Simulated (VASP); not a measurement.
Input of a VASP 6.6.1 run:

INCAR

```
SYSTEM = PbS
PREC = Accurate
ENCUT = 520
EDIFF = 1E-6
ISMEAR = 0
SIGMA = 0.02
LREAL = .FALSE.
LASPH = .TRUE.
NELM = 100
ALGO = Normal
ISIF = 2
LWAVE = .FALSE.
LCHARG = .TRUE.
GGA = CA
LELF = .TRUE.
LVHAR = .TRUE.
NBANDS = 28
```

File KPOINTS:

```
regular mesh
0
G
  8 8 6
  0 0 0
```

POSCAR

```
PbS
1.0
    2.9614765721     -2.9670407458      0.1816208973
    2.9614765721      2.9670407458      0.1816208973
   -0.3633243756      0.0000000000      5.9243026098
Pb S
2 2
Direct
    0.7499985725      0.7499985725      0.7499492225
    0.2500014275      0.2500014275      0.2500507775
    0.2500053769      0.2500053769      0.7498460568
    0.7499946231      0.7499946231      0.2501539432
```

Potentials or basis: VASP PAW LDA potentials, release 64 (Pb_d, S).

Launch:

```console
$ cat potpaw_LDA.64/Pb_d/POTCAR potpaw_LDA.64/S/POTCAR > POTCAR
$ mpirun -np 1 vasp_std > vasp.out
```

Question: Predict the band gap on the k mesh.

Answer: 0.21 eV.

Question: Estimate the pressure.

Answer: -2.6 GPa.

Caveat: spin-orbit coupling is left out, which moves the levels of the heavy elements. A k mesh can miss the band edges.
